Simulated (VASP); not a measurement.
# GaN (I-4m2) in VASP: a series of runs

Runs on GaN. Level: r2SCAN. Tasks: single point.

All numbers are computed with VASP 6.6.1; they aren't measurements. Logs are shortened: lines on timing, memory, paths and dates and some standing lists are left out, and cuts for length are marked.

## Step 1: The cell of the first run

The structure is tetragonal, space group I-4m2 (No. 119). The conventional cell has a = 3.180 Å, b = 3.180 Å, c = 4.228 Å, α = 90.00°, β = 90.00°, γ = 90.00°. Within 2.5 Å of Ga (site symmetry -4m2) lie 4 N at 1.91 Å. N (site symmetry -4m2) has 4 Ga at 1.91 Å within 2.5 Å.

## Step 2: Single point, r2SCAN (strain -0.0600 x Voigt [0, 0, 1, 0, 0, 0])

Input file POSCAR:

```
GaN
1.0
    0.0000000000      2.2489367673      2.1140005613
    2.2489367673      0.0000000000      2.1140005613
    2.2489367673      2.2489367673      0.0000000000
Ga N
1 1
Direct
    0.0000000000      0.0000000000      0.0000000000
    0.7500000000      0.7500000000      0.7500000000
```

Input file INCAR.step1:

```
PREC     = Accurate       # precision mode
ENCUT    = 520            # plane-wave cutoff, eV
ISMEAR   = 0              # smearing method
SIGMA    = 0.05           # smearing width, eV
LREAL    = False          # projectors in reciprocal space
LASPH    = True           # aspherical terms in the spheres
NELM     = 80             # most SCF steps
NBANDS   = 16             # bands
GGA      = PE             # functional
ALGO     = Normal         # electronic algorithm
EDIFF    = 1E-4           # SCF threshold, eV
LWAVE    = True           # write WAVECAR
LCHARG   = False          # write CHGCAR
```

Input file INCAR.step2:

```
PREC     = Accurate       # precision mode
ENCUT    = 520            # plane-wave cutoff, eV
EDIFF    = 1E-7           # SCF threshold, eV
ISMEAR   = 0              # smearing method
SIGMA    = 0.05           # smearing width, eV
LREAL    = False          # projectors in reciprocal space
LASPH    = True           # aspherical terms in the spheres
NELM     = 80             # most SCF steps
ALGO     = Normal         # electronic algorithm
ISIF     = 2              # what is computed and relaxed
LWAVE    = False          # write WAVECAR
LCHARG   = False          # write CHGCAR
METAGGA  = R2SCAN         # meta-GGA
LMIXTAU  = True         
NBANDS   = 16             # bands
ISTART   = 1
```

Input file KPOINTS:

```
Automatic mesh
0
Gamma
  10 10 10
```

Potentials or basis: VASP PAW PBE potentials, release 64 (Ga_d, N).

Run with:

```
> cat potpaw_PBE.64/Ga_d/POTCAR potpaw_PBE.64/N/POTCAR > POTCAR
> cp INCAR.step1 INCAR
> mpirun -np 1 vasp_std > vasp.out
> cp INCAR.step2 INCAR
> mpirun -np 1 vasp_std > vasp.out
```

OUTCAR:

```text
PREC = Accurate
   ENCUT = 520
   EDIFF = 1E-7
   ISMEAR = 0
   LREAL = False
   LASPH = True
   NELM = 80
   ISIF = 2
   METAGGA = R2SCAN
   ISTART = 1

 ion  position               nearest neighbor table
   1  0.000  0.000  0.000-   2 1.91   2 1.91   2 1.91   2 1.91
   2  0.750  0.750  0.750-   1 1.91   1 1.91   1 1.91   1 1.91

  LATTYP: Found a body centered tetragonal cell.
 ALAT       =     3.1804768772
 C/A-ratio  =     1.3293607487

  Lattice vectors:

 A1 = (   0.0000000000,  -2.2489367673,  -2.1140005613)
 A2 = (   0.0000000000,   2.2489367673,  -2.1140005613)
 A3 = (   2.2489367673,   0.0000000000,   2.1140005613)

Analysis of symmetry for initial positions (statically):
=====================================================================
 Subroutine PRICEL returns:
 Original cell was already a primitive cell.

 Routine SETGRP: Setting up the symmetry group for a
 body centered tetragonal supercell.

 Subroutine GETGRP returns: Found  8 space group operations
 (whereof  8 operations were pure point group operations)
 out of a pool of 16 trial point group operations.

The static configuration has the point symmetry D_2d.

Analysis of symmetry for dynamics (positions and initial velocities):
=====================================================================
 Subroutine PRICEL returns:
 Original cell was already a primitive cell.

 Routine SETGRP: Setting up the symmetry group for a
 body centered tetragonal supercell.

 Subroutine GETGRP returns: Found  8 space group operations
 (whereof  8 operations were pure point group operations)
 out of a pool of 16 trial point group operations.

The dynamic configuration has the point symmetry D_2d.

 Subroutine INISYM returns: Found  8 space group operations
 (whereof  8 operations are pure point group operations),
 and found     1 'primitive' translations

----------------------------------------------------------------------------------------

                                     Primitive cell

  volume of cell :      21.3840

  direct lattice vectors                    reciprocal lattice vectors
     0.000000000  2.248936767  2.114000561    -0.222327283  0.222327283  0.236518386
     2.248936767  0.000000000  2.114000561     0.222327283 -0.222327283  0.236518386
     2.248936767  2.248936767  0.000000000     0.222327283  0.222327283 -0.236518386

  length of vectors
     3.086537697  3.086537697  3.180476877     0.393446042  0.393446042  0.393446042

  position of ions in fractional coordinates (direct lattice)
     0.000000000  0.000000000  0.000000000
     0.750000000  0.750000000  0.750000000

  ion indices of the primitive-cell ions
   primitive index   ion index
                 1           1
                 2           2

----------------------------------------------------------------------------------------

 KPOINTS: Automatic mesh

Automatic generation of k-mesh.
 Grid dimensions read from file:
 generate k-points for:   10   10   10

 Generating k-lattice:

  Cartesian coordinates                     Fractional coordinates (reciprocal lattice)
    -0.022232728  0.022232728  0.023651839     0.100000000  0.000000000  0.000000000
     0.022232728 -0.022232728  0.023651839     0.000000000  0.100000000  0.000000000
     0.022232728  0.022232728 -0.023651839    -0.000000000 -0.000000000  0.100000000

  Length of vectors
     0.039344604  0.039344604  0.039344604

  Shift w.r.t. Gamma in fractional coordinates (k-lattice)
     0.000000000  0.000000000  0.000000000

 Subroutine IBZKPT returns following result:
 ===========================================

 Found    102 irreducible k-points:

 Following reciprocal coordinates:
            Coordinates               Weight
  0.000000  0.000000  0.000000      1.000000
  0.100000  0.000000  0.000000      8.000000
  0.200000  0.000000  0.000000      8.000000
  0.300000  0.000000  0.000000      8.000000
  0.400000  0.000000  0.000000      8.000000
  0.500000  0.000000  0.000000      4.000000
[... 16 lines left out ...]
  0.300000  0.300000  0.000000      2.000000
[... 43 lines left out ...]

 val. band max:        5.9592779465   @ k =   0.0000   0.0000   0.0000
 cond. band min:       8.3510929915   @ k =   0.0000   0.0000   0.0000
 fundamental gap:      2.3918150450
 Fermi energy:         6.1988571083

 k-point     1 :       0.0000    0.0000    0.0000
  band No.  band energies     occupation
      1     -11.5498      2.00000
      2      -8.1457      2.00000
      3      -8.1457      2.00000
      4      -8.0782      2.00000
      5      -7.7031      2.00000
      6      -7.6927      2.00000
[... 8 lines left out ...]
     15      25.3598      0.00000
     16      25.3598      0.00000

 k-point     2 :       0.1000    0.0000    0.0000
  band No.  band energies     occupation
      1     -11.4239      2.00000
      2      -8.1287      2.00000
      3      -8.1150      2.00000
      4      -8.0559      2.00000
      5      -7.7028      2.00000
      6      -7.6955      2.00000
[... 8 lines left out ...]
     15      24.1133      0.00000
     16      25.9176      0.00000

 k-point     3 :       0.2000    0.0000    0.0000
  band No.  band energies     occupation
      1     -11.0951      2.00000
      2      -8.0896      2.00000
      3      -8.0481      2.00000
      4      -7.9319      2.00000
      5      -7.6972      2.00000
      6      -7.6956      2.00000
[... 8 lines left out ...]
     15      23.4181      0.00000
     16      24.8613      0.00000

 k-point     4 :       0.3000    0.0000    0.0000
  band No.  band energies     occupation
      1     -10.7110      2.00000
      2      -8.0550      2.00000
      3      -8.0045      2.00000
      4      -7.7037      2.00000
      5      -7.6710      2.00000
      6      -7.5446      2.00000
[... 8 lines left out ...]
     15      24.3955      0.00000
     16      24.8344      0.00000
[... 324 lines left out ...]
 k-point    22 :      -0.2000    0.2000    0.0000
  band No.  band energies     occupation
      1     -10.6078      2.00000
      2      -8.0122      2.00000
      3      -7.9797      2.00000
      4      -7.7277      2.00000
      5      -7.7170      2.00000
      6      -7.4149      2.00000
[... 8 lines left out ...]
     15      24.3799      0.00000
     16      28.8708      0.00000

 k-point    23 :       0.3000    0.3000    0.0000
  band No.  band energies     occupation
      1     -10.4335      2.00000
      2      -7.9609      2.00000
      3      -7.9011      2.00000
      4      -7.9010      2.00000
      5      -7.6244      2.00000
      6      -7.2383      2.00000
[... 8 lines left out ...]
     15      28.4066      0.00000
     16      29.9714      0.00000

 k-point    24 :       0.4000    0.3000    0.0000
  band No.  band energies     occupation
      1     -10.2576      2.00000
      2      -7.9771      2.00000
      3      -7.8539      2.00000
      4      -7.8487      2.00000
      5      -7.6078      2.00000
      6      -6.7756      2.00000
[... 8 lines left out ...]
     15      29.2763      0.00000
     16      30.0037      0.00000

 [... further k-points ...]

------------------------ aborting loop because EDIFF is reached ----------------------------------------

  FORCE on cell =-STRESS in cart. coord.  units (eV):
  Direction    XX          YY          ZZ          XY          YZ          ZX
  --------------------------------------------------------------------------------------
  -------------------------------------------------------------------------------------
  Total        1.6890709      1.6890709      2.5342001      0.0000000      0.0000000      0.0000000
  in kB      126.5519629    126.5519629    189.8724268      0.0000000      0.0000000      0.0000000
  external PRESSURE =     147.6587842 kB  Pullay stress =       0.0000000 kB

 VOLUME and BASIS-vectors are now :
 -----------------------------------------------------------------------------
  energy-cutoff  :      520.00
  volume of cell :       21.38
      direct lattice vectors                 reciprocal lattice vectors
     0.000000000  2.248936767  2.114000561    -0.222327283  0.222327283  0.236518386
     2.248936767  0.000000000  2.114000561     0.222327283 -0.222327283  0.236518386
     2.248936767  2.248936767  0.000000000     0.222327283  0.222327283 -0.236518386

 POSITION                                       TOTAL-FORCE (eV/Angst)
 -----------------------------------------------------------------------------------
      0.00000      0.00000      0.00000        -0.000000     -0.000000      0.000000
      3.37341      3.37341      3.17100         0.000000      0.000000     -0.000000
 -----------------------------------------------------------------------------------
    total drift:                               -0.000011     -0.000011     -0.000004

  FREE ENERGIE OF THE ION-ELECTRON SYSTEM (eV)
  ---------------------------------------------------
  free  energy   TOTEN  =       -21.8106264304 eV

  energy  without entropy=      -21.8106264304  energy(sigma->0) =      -21.81062643
```

It took 51 s on 1 thread of Intel Xeon 6975P-C (Granite Rapids), shared host; peak memory 0.17 GiB.

Results:

```yaml
Free_energy: -21.8106 eV
Pressure: 14.8 GPa
Band_gap_on_the_k_mesh: 2.39 eV, direct
```

Stress tensor (GPa, compression positive):
```
12.66  0.00  0.00
 0.00 12.66  0.00
 0.00  0.00 18.99
```

Levels at points of the mesh, in eV from the valence-band top:
```csv
k point,band 7,band 8,band 9,band 10,band 11,band 12
"(0.00, 0.00, 0.00)",-0.26,-0.26,0.00,2.39,11.19,11.37
"(0.50, 0.00, 0.00)",-7.79,-1.50,-1.03,5.37,9.66,10.70
"(0.50, 0.50, 0.00)",-6.20,-3.54,-3.54,3.36,6.73,13.63
"(0.50, 0.00, 0.50)",-6.92,-3.05,-2.99,3.79,7.86,12.60
```

Caveat: the cell differs from its parent crystal (strain -0.0600 x Voigt [0, 0, 1, 0, 0, 0]); the PAW data sets were made with another functional, which shifts forces and pressure a little.

## Step 3: Single point, r2SCAN (strain -0.0450 x Voigt [0, 0, 1, 0, 0, 0])

Input file POSCAR:

```
GaN
1.0
    0.0000000000      2.2489367673      2.1477346128
    2.2489367673      0.0000000000      2.1477346128
    2.2489367673      2.2489367673      0.0000000000
Ga N
1 1
Direct
    0.0000000000      0.0000000000      0.0000000000
    0.7500000000      0.7500000000      0.7500000000
```

Input file INCAR.step1:

```
ALGO = Normal ; EDIFF = 1E-4
ENCUT = 520 ; GGA = PE
ISMEAR = 0 ; LASPH = True
LCHARG = False ; LREAL = False
LWAVE = True ; NBANDS = 16
NELM = 100 ; PREC = Accurate
SIGMA = 0.05
```

Input file INCAR.step2:

```
ALGO = Normal ; EDIFF = 1E-6
ENCUT = 520 ; ISIF = 2
ISMEAR = 0 ; ISTART = 1
LASPH = True ; LCHARG = False
LMIXTAU = True ; LREAL = False
LWAVE = False ; METAGGA = R2SCAN
NBANDS = 16 ; NELM = 100
PREC = Accurate ; SIGMA = 0.05
```

Input file KPOINTS:

```
k-points
0
Gamma
  10 10 10
```

Potentials or basis: VASP PAW PBE potentials, release 64 (Ga_d, N).

Run with:

```
> cat potpaw_PBE.64/Ga_d/POTCAR potpaw_PBE.64/N/POTCAR > POTCAR
> cp INCAR.step1 INCAR
> mpirun -np 1 vasp_std > vasp.out
> cp INCAR.step2 INCAR
> mpirun -np 1 vasp_std > vasp.out
```

Wall time 41 s (1 thread of Intel Xeon 6975P-C (Granite Rapids), shared host); peak memory 0.16 GiB.

Results (log left out):

```yaml
Free_energy: -21.8464 eV
Pressure: 11.0 GPa
Band_gap_on_the_k_mesh: 2.33 eV, direct
```

Stress tensor (GPa, compression positive):
```
 9.33  0.00  0.00
 0.00  9.33  0.00
 0.00  0.00 14.33
```

Levels at points of the mesh, in eV from the valence-band top:
```
           k point  band 6  band 7  band 8  band 9  band 10  band 11  band 12  band 13
(0.00, 0.00, 0.00)  -13.61   -0.20   -0.20    0.00     2.33    11.14    11.27    11.27
(0.50, 0.00, 0.00)  -12.47   -7.64   -1.37   -1.02     5.34     9.60    10.78    11.60
(0.50, 0.50, 0.00)  -11.93   -6.22   -3.35   -3.35     3.46     6.88    13.36    15.21
(0.50, 0.00, 0.50)  -12.18   -6.75   -2.99   -2.95     3.77     7.70    12.61    14.89
```

Caveat: the cell differs from its parent crystal (strain -0.0450 x Voigt [0, 0, 1, 0, 0, 0]); the PAW data sets were made with another functional, which shifts forces and pressure a little.

## Step 4: Single point, r2SCAN (strain -0.0600 x Voigt [0, 0, 1, 0, 0, 0])

Input file POSCAR:

```
GaN
1.0
    0.0000000000      2.2489367673      2.1140005613
    2.2489367673      0.0000000000      2.1140005613
    2.2489367673      2.2489367673      0.0000000000
Ga N
1 1
Direct
    0.0000000000      0.0000000000      0.0000000000
    0.7500000000      0.7500000000      0.7500000000
```

Input file INCAR.step1:

```
PREC     = Accurate       # precision mode
ENCUT    = 910            # plane-wave cutoff, eV
ISMEAR   = 0              # smearing method
SIGMA    = 0.05           # smearing width, eV
LREAL    = False          # projectors in reciprocal space
LASPH    = True           # aspherical terms in the spheres
NELM     = 120            # most SCF steps
NBANDS   = 16             # bands
GGA      = PE             # functional
ALGO     = Normal         # electronic algorithm
EDIFF    = 1E-5           # SCF threshold, eV
LWAVE    = True           # write WAVECAR
LCHARG   = False          # write CHGCAR
GGA_COMPAT= False
```

Input file INCAR.step2:

```
PREC     = Accurate       # precision mode
ENCUT    = 910            # plane-wave cutoff, eV
EDIFF    = 1E-6           # SCF threshold, eV
ISMEAR   = 0              # smearing method
SIGMA    = 0.05           # smearing width, eV
LREAL    = False          # projectors in reciprocal space
LASPH    = True           # aspherical terms in the spheres
NELM     = 120            # most SCF steps
ALGO     = Normal         # electronic algorithm
ISIF     = 2              # what is computed and relaxed
LWAVE    = False          # write WAVECAR
LCHARG   = False          # write CHGCAR
METAGGA  = R2SCAN         # meta-GGA
LMIXTAU  = True         
NBANDS   = 16             # bands
ISTART   = 1            
GGA_COMPAT= False
```

Input file KPOINTS:

```
Automatic mesh
0
Gamma
  10 10 10
```

Potentials or basis: VASP PAW PBE potentials, release 64 (Ga_d, N_h).

Run with:

```
> cat potpaw_PBE.64/Ga_d/POTCAR potpaw_PBE.64/N_h/POTCAR > POTCAR
> cp INCAR.step1 INCAR
> mpirun -np 1 vasp_std > vasp.out
> cp INCAR.step2 INCAR
> mpirun -np 1 vasp_std > vasp.out
```

Wall time 3.2 min (1 thread of Intel Xeon Platinum 8375C at 2.90GHz (Ice Lake), shared host); peak memory 0.23 GiB.

The run converged. Its results:

```
Free energy            : -21.8108 eV
Pressure               : 14.7 GPa
Band gap on the k mesh : 2.39 eV, direct
```

Stress tensor (GPa, compression positive):
```
12.59  0.00  0.00
 0.00 12.59  0.00
 0.00  0.00 18.94
```

Levels at points of the mesh, in eV from the valence-band top:
```csv
k point,band 7,band 8,band 9,band 10,band 11,band 12
"(0.00, 0.00, 0.00)",-0.26,-0.26,0.00,2.39,11.19,11.37
"(0.50, 0.00, 0.00)",-7.79,-1.49,-1.03,5.37,9.65,10.70
"(0.50, 0.50, 0.00)",-6.20,-3.53,-3.53,3.36,6.74,13.63
"(0.50, 0.00, 0.50)",-6.91,-3.05,-2.99,3.79,7.87,12.59
```

Caveat: the cell differs from its parent crystal (strain -0.0600 x Voigt [0, 0, 1, 0, 0, 0]); the cutoff is under 1.25 times the usual one of these potentials, so pressure, stress and relaxed cells hold a basis-set (Pulay) error; the PAW data sets were made with another functional, which shifts forces and pressure a little.

## Step 5: Single point, r2SCAN (strain -0.0450 x Voigt [0, 0, 1, 0, 0, 0])

Input file POSCAR:

```
GaN
1.0
    0.0000000000      2.2489367673      2.1477346128
    2.2489367673      0.0000000000      2.1477346128
    2.2489367673      2.2489367673      0.0000000000
Ga N
1 1
Direct
    0.0000000000      0.0000000000      0.0000000000
    0.7500000000      0.7500000000      0.7500000000
```

Input file INCAR.step1:

```
ALGO = Normal ; EDIFF = 1E-5
ENCUT = 910 ; GGA = PE
GGA_COMPAT = False ; ISMEAR = 0
LASPH = True ; LCHARG = False
LREAL = False ; LWAVE = True
NBANDS = 16 ; NELM = 120
PREC = Accurate ; SIGMA = 0.05
```

Input file INCAR.step2:

```
ALGO = Normal ; EDIFF = 1E-6
ENCUT = 910 ; GGA_COMPAT = False
ISIF = 2 ; ISMEAR = 0
ISTART = 1 ; LASPH = True
LCHARG = False ; LMIXTAU = True
LREAL = False ; LWAVE = False
METAGGA = R2SCAN ; NBANDS = 16
NELM = 120 ; PREC = Accurate
SIGMA = 0.05
```

Input file KPOINTS:

```
k-points
0
Gamma
  10 10 10
```

Run with:

```
> cat potpaw_PBE.64/Ga_d/POTCAR potpaw_PBE.64/N_h/POTCAR > POTCAR
> cp INCAR.step1 INCAR
> mpirun -np 1 vasp_std > vasp.out
> cp INCAR.step2 INCAR
> mpirun -np 1 vasp_std > vasp.out
```

It took 3.2 min on 1 thread of AMD EPYC 9R45 (Zen 5), shared host; peak memory 0.21 GiB.

It converged, with:

- Free energy: -21.8466 eV
- Pressure: 10.9 GPa
- Band gap on the k mesh: 2.33 eV, direct

Stress tensor (GPa, compression positive):
```
 9.24  0.00  0.00
 0.00  9.24  0.00
 0.00  0.00 14.28
```

Levels at points of the mesh, in eV from the valence-band top:
```csv
k point,band 6,band 7,band 8,band 9,band 10,band 11,band 12,band 13
"(0.00, 0.00, 0.00)",-13.61,-0.20,-0.20,0.00,2.33,11.14,11.28,11.28
"(0.50, 0.00, 0.00)",-12.47,-7.64,-1.37,-1.02,5.34,9.60,10.78,11.60
"(0.50, 0.50, 0.00)",-11.93,-6.22,-3.35,-3.35,3.46,6.88,13.35,15.21
"(0.50, 0.00, 0.50)",-12.19,-6.74,-2.99,-2.95,3.78,7.71,12.60,14.89
```

Caveat: the cell differs from its parent crystal (strain -0.0450 x Voigt [0, 0, 1, 0, 0, 0]); the cutoff is under 1.25 times the usual one of these potentials, so pressure, stress and relaxed cells hold a basis-set (Pulay) error; the PAW data sets were made with another functional, which shifts forces and pressure a little.

## Step 6: The runs side by side

| potentials or basis | cell | cutoff (eV) | second run | gap on the mesh (eV) | pressure (GPa) |
| --- | --- | --- | --- | --- | --- |
| VASP PAW PBE potentials, release 64 (Ga_d, N) | a = 3.087, b = 3.087, c = 3.180 Å, angles 59.0, 59.0, 62.0°, 2 atoms | 520 | - | 2.39 | 14.8 |
| VASP PAW PBE potentials, release 64 (Ga_d, N) | a = 3.110, b = 3.110, c = 3.180 Å, angles 59.2, 59.2, 61.5°, 2 atoms | 520 | - | 2.33 | 11.0 |
| VASP PAW PBE potentials, release 64 (Ga_d, N_h) | a = 3.087, b = 3.087, c = 3.180 Å, angles 59.0, 59.0, 62.0°, 2 atoms | 910 | hard_potentials | 2.39 | 14.7 |
| VASP PAW PBE potentials, release 64 (Ga_d, N_h) | a = 3.110, b = 3.110, c = 3.180 Å, angles 59.2, 59.2, 61.5°, 2 atoms | 910 | hard_potentials | 2.33 | 10.9 |

Alike in all rows: task single point; level r2SCAN; no spin polarisation; k mesh 10 × 10 × 10; smearing gaussian 0.05 eV.

Caveats: the PAW data sets were made with another functional, which shifts forces and pressure a little; the cutoff is under 1.25 times the usual one of these potentials, so pressure, stress and relaxed cells hold a basis-set (Pulay) error (some runs).

Absolute energies hang on the potentials; compare differences alone.
